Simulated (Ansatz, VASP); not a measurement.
**One calculation of AgI, two programs**

INCAR

```
SYSTEM = AgI
PREC = Accurate
ENCUT = 500
EDIFF = 1E-6
ISMEAR = -1
SIGMA = 0.02
LREAL = .FALSE.
LASPH = .TRUE.
NELM = 120
ALGO = Normal
ISIF = 2
LWAVE = .FALSE.
LCHARG = .FALSE.
GGA = PE
NBANDS = 26
GGA_COMPAT = .FALSE.
```

KPOINTS

```
regular mesh
0
G
  6 6 4
  0 0 0
```

POSCAR

```
AgI
1.0
    4.6508717568      0.0000000000      0.0000000000
   -2.3254358784      4.0277730911      0.0000000000
    0.0000000000      0.0000000000      7.5992967090
Ag I
2 2
Direct
    0.3333333333      0.6666666667      0.0000048562
    0.6666666667      0.3333333333      0.5000048562
    0.3333333333      0.6666666667      0.3749951438
    0.6666666667      0.3333333333      0.8749951438
```

Input for Ansatz:

```yaml
crystal:
  lattice:
    - [4.6508717568, 0.0, 0.0]
    - [-2.3254358784, 4.0277730911, 0.0]
    - [0.0, 0.0, 7.599296709]
  atoms:
    - { symbol: Ag, position: [0.3333333333, 0.6666666667, 4.8562e-06] }
    - { symbol: Ag, position: [0.6666666667, 0.3333333333, 0.5000048562] }
    - { symbol: I, position: [0.3333333333, 0.6666666667, 0.3749951438] }
    - { symbol: I, position: [0.6666666667, 0.3333333333, 0.8749951438] }
kpoints:
  mp_grid: { grid: [6, 6, 4] }
  band_path:
    path:
      - [0.0, 0.0, 0.0]
      - [0.5, 0.0, 0.0]
      - [0.3333333333, 0.3333333333, 0.0]
      - [0.0, 0.0, 0.5]
      - [0.5, 0.0, 0.5]
      - [0.3333333333, 0.3333333333, 0.5]
    npoints: 1
hamiltonian:
  xc: pbe
scf:
  occupations: { method: fermi_dirac, width: 0.02 }
  n_extra_bands: 5
output:
  forces: true
  stress: true
  eigenvalues: true
```

Alike in both runs: task single point; functional PBE; k mesh 6 × 6 × 4; occupations fermi-dirac, width 0.02 eV; no spin polarisation.

|  | VASP | Ansatz |
| --- | --- | --- |
| version | VASP 6.6.1 | Ansatz 0.2.0 |
| potentials or method | VASP PAW PBE potentials, release 64 (Ag, I) | plane waves, PAW |
| plane-wave cutoff (eV) | 500 | 420 |
| valence electrons in the cell | 36 | 72 |

|  | VASP | Ansatz | Ansatz less VASP |
| --- | --- | --- | --- |
| gap on the k mesh at the Fermi level (eV) | 1.37 | 1.37 | -0.002 |
| pressure (GPa) | 0.6 | 0.6 | +0.06 |

The functional is the same, so the differences come from potentials, cutoffs and numerics. VASP's potentials hold 36 valence electrons a cell and Ansatz's 72, so a difference there can come from the potentials and not from the codes.

Neither program's run includes spin-orbit coupling.
